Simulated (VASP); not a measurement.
# CO2 (I-42d) in VASP: further runs, part 2 of 2

VASP 6.6.1. The steps go on from the part before.

## 3. Single point, PBEsol (6.91 Å³/atom)

This run uses another cell than the first one, of 6.91 Å³/atom.

INCAR reads:

```
  PREC = Accurate
  ENCUT = 520
  EDIFF = 1E-6
  ISMEAR = 0
  SIGMA = 0.02
  LREAL = F
  LASPH = T
  NELM = 80
  ALGO = Normal
  ISIF = 2
  LWAVE = F
  LCHARG = F
  GGA = PS
  NBANDS = 25
```

KPOINTS reads:

```
regular mesh
0
Gamma
  8 8 8
```

POSCAR reads:

```
CO2
1.0
   -1.8757514874      1.8757514874      2.9464168697
    1.8757514874     -1.8757514874      2.9464168697
    1.8757514874      1.8757514874     -2.9464168697
C O
2 4
Direct
    0.7500000000      0.2500000000      0.5000000000
    0.0000000000      0.0000000000      0.0000000000
    0.6913989748      0.1250000000      0.0663989748
    0.0586010252      0.6250000000      0.9336010252
    0.3750000000      0.3086010252      0.4336010252
    0.8750000000      0.9413989748      0.5663989748
```

Potentials or basis: VASP PAW PBE potentials, release 64 (C, O).

Started as:

```bash
> cat potpaw_PBE.64/C/POTCAR potpaw_PBE.64/O/POTCAR > POTCAR
> mpirun -np 1 vasp_std > vasp.out
```

Run time: 29 s. Hardware: 1 thread of Intel Xeon 6975P-C (Granite Rapids), shared host; peak memory 0.18 GiB.

Results (log left out):

```
Free energy            : -45.8807 eV
Pressure               : 18.2 GPa
Largest force          : 0.117 eV/Å
Band gap on the k mesh : 7.56 eV (least direct gap 7.88 eV)
```

Forces in eV/Å, atoms in the order of the input:
```
C    0.000  0.000  0.000
C    0.000  0.000  0.000
O    0.000 -0.117  0.000
O    0.000  0.117  0.000
O    0.117  0.000  0.000
O   -0.117  0.000  0.000
```

Stress tensor (GPa, compression positive):
```
18.24  0.00  0.00
 0.00 18.24  0.00
 0.00  0.00 17.99
```

Levels at points of the mesh, in eV from the valence-band top:
```csv
k point,band 12,band 13,band 14,band 15,band 16,band 17,band 18,band 19,band 20,band 21
"(0.00, 0.00, 0.00)",-1.64,-1.64,-0.73,-0.73,-0.31,7.56,10.02,10.02,10.33,12.36
"(0.50, 0.00, 0.00)",-2.74,-1.81,-1.54,-0.43,0.00,8.77,10.07,10.66,10.67,12.73
"(0.50, 0.50, 0.00)",-2.80,-0.66,-0.66,-0.55,-0.55,9.64,9.64,10.45,10.45,11.84
"(0.50, 0.50, 0.50)",-3.12,-2.98,-2.98,-0.11,-0.11,8.88,8.88,11.18,11.18,11.86
```

Caveat: the cell stands under pressure; the PAW data sets were made with another functional, which shifts forces and pressure a little.

## 4. Single point, PBEsol (7.14 Å³/atom)

This run uses another cell than the first one, of 7.14 Å³/atom.

INCAR reads:

```
SYSTEM = CO2
PREC = Accurate ; ENCUT = 520
EDIFF = 1E-6 ; ISMEAR = 0
SIGMA = 0.02 ; LREAL = .False.
LASPH = .True. ; NELM = 80
ALGO = Normal ; ISIF = 2
LWAVE = .False. ; LCHARG = .False.
GGA = PS ; NBANDS = 25
```

KPOINTS reads:

```
Automatic mesh
0
Gamma
  8 8 8
  0 0 0
```

POSCAR reads:

```
CO2
1.0
   -1.9051938144      1.9051938144      2.9502099751
    1.9051938144     -1.9051938144      2.9502099751
    1.9051938144      1.9051938144     -2.9502099751
C O
2 4
Direct
    0.7500000000      0.2500000000      0.5000000000
    0.0000000000      0.0000000000      0.0000000000
    0.6970490354      0.1250000000      0.0720490354
    0.0529509646      0.6250000000      0.9279509646
    0.3750000000      0.3029509646      0.4279509646
    0.8750000000      0.9470490354      0.5720490354
```

Started as:

```bash
> cat potpaw_PBE.64/C/POTCAR potpaw_PBE.64/O/POTCAR > POTCAR
> mpirun -np 1 vasp_std > vasp.out
```

Run time: 31 s. Hardware: 1 thread of Intel Xeon 6975P-C (Granite Rapids), shared host; peak memory 0.18 GiB.

It converged, with:

- Free energy: -46.0034 eV
- Pressure: 11.9 GPa
- Largest force: 0.110 eV/Å
- Band gap on the k mesh: 7.58 eV (least direct gap 7.95 eV)

Forces on the atoms (eV/Å):
```
C    0.000  0.000  0.000
C    0.000  0.000  0.000
O    0.000 -0.110  0.000
O    0.000  0.110  0.000
O    0.110  0.000  0.000
O   -0.110  0.000  0.000
```

Stress tensor (GPa, compression positive):
```
11.97  0.00  0.00
 0.00 11.97  0.00
 0.00  0.00 11.78
```

Levels at points of the mesh, in eV from the valence-band top:
| k point | band 12 | band 13 | band 14 | band 15 | band 16 | band 17 | band 18 | band 19 | band 20 | band 21 |
| --- | --- | --- | --- | --- | --- | --- | --- | --- | --- | --- |
| (0.00, 0.00, 0.00) | -1.52 | -1.52 | -0.80 | -0.80 | -0.36 | 7.58 | 9.82 | 9.82 | 10.02 | 12.35 |
| (0.50, 0.00, 0.00) | -2.58 | -1.79 | -1.52 | -0.44 | 0.00 | 8.62 | 9.90 | 10.39 | 10.58 | 12.64 |
| (0.50, 0.50, 0.00) | -2.78 | -0.63 | -0.63 | -0.60 | -0.60 | 9.44 | 9.44 | 10.29 | 10.29 | 11.78 |
| (0.50, 0.50, 0.50) | -3.14 | -2.96 | -2.96 | -0.08 | -0.08 | 8.90 | 8.90 | 11.14 | 11.14 | 11.66 |

Caveat: the cell stands under pressure; the PAW data sets were made with another functional, which shifts forces and pressure a little.

## 5. Single point, PBEsol (7.37 Å³/atom)

This run uses another cell than the first one, of 7.37 Å³/atom.

INCAR reads:

```
SYSTEM = CO2
  PREC = Accurate
  ENCUT = 520
  EDIFF = 1E-7
  ISMEAR = 0
  SIGMA = 0.02
  LREAL = .False.
  LASPH = .True.
  NELM = 80
  ALGO = Normal
  ISIF = 2
  LWAVE = .False.
  LCHARG = .False.
  GGA = PS
  NBANDS = 25
```

KPOINTS is that of step 4.

POSCAR reads:

```
CO2
1.0
   -1.9325982164      1.9325982164      2.9586390469
    1.9325982164     -1.9325982164      2.9586390469
    1.9325982164      1.9325982164     -2.9586390469
C O
2 4
Direct
    0.7500000000      0.2500000000      0.5000000000
    0.0000000000      0.0000000000      0.0000000000
    0.7024847511      0.1250000000      0.0774847511
    0.0475152489      0.6250000000      0.9225152489
    0.3750000000      0.2975152489      0.4225152489
    0.8750000000      0.9524847511      0.5774847511
```

Started as:

```bash
> cat potpaw_PBE.64/C/POTCAR potpaw_PBE.64/O/POTCAR > POTCAR
> mpirun -np 1 vasp_std > vasp.out
```

Wall time 32 s (1 thread of Intel Xeon 6975P-C (Granite Rapids), shared host); peak memory 0.19 GiB.

It converged, with:

| Property | Result |
| --- | --- |
| Free energy | -46.0767 eV |
| Pressure | 6.5 GPa |
| Largest force | 0.106 eV/Å |
| Band gap on the k mesh | 7.59 eV (least direct gap 8.00 eV) |

Forces in eV/Å, atoms in the order of the input:
```
C    0.000  0.000  0.000
C    0.000  0.000  0.000
O    0.000 -0.106  0.000
O    0.000  0.106  0.000
O    0.106  0.000  0.000
O   -0.106  0.000  0.000
```

Stress tensor (GPa, compression positive):
```
6.56 0.00 0.00
0.00 6.56 0.00
0.00 0.00 6.26
```

Levels at points of the mesh, in eV from the valence-band top:
```
           k point  band 13  band 14  band 15  band 16  band 17  band 18  band 19  band 20
(0.00, 0.00, 0.00)    -1.40    -0.86    -0.86    -0.41     7.59     9.62     9.62     9.72
(0.50, 0.00, 0.00)    -1.78    -1.49    -0.45     0.00     8.47     9.75    10.11    10.48
(0.50, 0.50, 0.00)    -0.65    -0.65    -0.58    -0.58     9.25     9.25    10.14    10.14
(0.50, 0.50, 0.50)    -2.94    -2.94    -0.06    -0.06     8.91     8.91    11.03    11.03
```

Caveat: the cell stands under pressure; the PAW data sets were made with another functional, which shifts forces and pressure a little. A k mesh can miss the band edges.

## 6. Single point, PBEsol

This run uses another cell than the first one, of 7.59 Å³/atom.

INCAR reads:

```
ALGO = Normal
EDIFF = 1E-7
ENCUT = 520
GGA = PS
ISIF = 2
ISMEAR = 0
LASPH = T
LCHARG = T
LELF = T
LREAL = F
LVHAR = T
LWAVE = F
NBANDS = 25
NELM = 80
PREC = Accurate
SIGMA = 0.02
```

KPOINTS reads:

```
k-points
0
Gamma
  8 8 8
```

POSCAR reads:

```
CO2
1.0
   -1.9589460133      1.9589460133      2.9686463527
    1.9589460133     -1.9589460133      2.9686463527
    1.9589460133      1.9589460133     -2.9686463527
C O
2 4
Direct
    0.7500000000      0.2500000000      0.5000000000
    0.0000000000      0.0000000000      0.0000000000
    0.7077697750      0.1250000000      0.0827697750
    0.0422302250      0.6250000000      0.9172302250
    0.3750000000      0.2922302250      0.4172302250
    0.8750000000      0.9577697750      0.5827697750
```

Potentials or basis: VASP PAW PBE potentials, release 64 (C, O).

Started as:

```bash
> cat potpaw_PBE.64/C/POTCAR potpaw_PBE.64/O/POTCAR > POTCAR
> mpirun -np 1 vasp_std > vasp.out
```

Wall time 34 s (1 thread of Intel Xeon 6975P-C (Granite Rapids), shared host); peak memory 0.19 GiB.

It converged, with:

* Free energy: -46.1074 eV
* Pressure: 1.7 GPa
* Largest force: 0.101 eV/Å
* Band gap on the k mesh: 7.58 eV (least direct gap 8.03 eV)

Forces on the atoms (eV/Å):
```
C    0.000  0.000  0.000
C    0.000  0.000  0.000
O    0.000 -0.101  0.000
O    0.000  0.101  0.000
O    0.101  0.000  0.000
O   -0.101  0.000  0.000
```

Stress tensor (GPa, compression positive):
```
1.87 0.00 0.00
0.00 1.87 0.00
0.00 0.00 1.50
```

Levels at points of the mesh, in eV from the valence-band top:
```csv
k point,band 14,band 15,band 16,band 17,band 18,band 19
"(0.00, 0.00, 0.00)",-0.90,-0.90,-0.45,7.58,9.41,9.41
"(0.50, 0.00, 0.00)",-1.45,-0.45,0.00,8.32,9.60,9.83
"(0.50, 0.50, 0.00)",-0.68,-0.54,-0.54,9.05,9.05,10.00
"(0.50, 0.50, 0.50)",-2.91,-0.04,-0.04,8.90,8.90,10.85
```

Caveat: the PAW data sets were made with another functional, which shifts forces and pressure a little.

## 7. The runs side by side

```tsv
cell	gap on the mesh (eV)	pressure (GPa)	largest force (eV/Å)
a = 3.934 Å, angles 124.1, 124.1, 83.1°, 6 atoms, atomic positions A	7.52	25.4	0.12
a = 3.965 Å, angles 123.5, 123.5, 84.0°, 6 atoms, atomic positions B	7.56	18.2	0.12
a = 3.995 Å, angles 123.0, 123.0, 84.8°, 6 atoms, atomic positions C	7.58	11.9	0.11
a = 4.028 Å, angles 122.7, 122.7, 85.5°, 6 atoms, atomic positions D	7.59	6.5	0.11
a = 4.061 Å, angles 122.3, 122.3, 86.0°, 6 atoms, atomic positions E	7.58	1.7	0.10
```

Alike in all rows: task single point; level PBEsol; potentials or basis VASP PAW PBE potentials, release 64 (C, O); no spin polarisation; k mesh 8 × 8 × 8; cutoff (eV) 520; smearing gaussian 0.02 eV.

Caveats: the PAW data sets were made with another functional, which shifts forces and pressure a little; the cell stands under pressure (at least some runs).

Absolute energies hang on the potentials; compare differences alone.
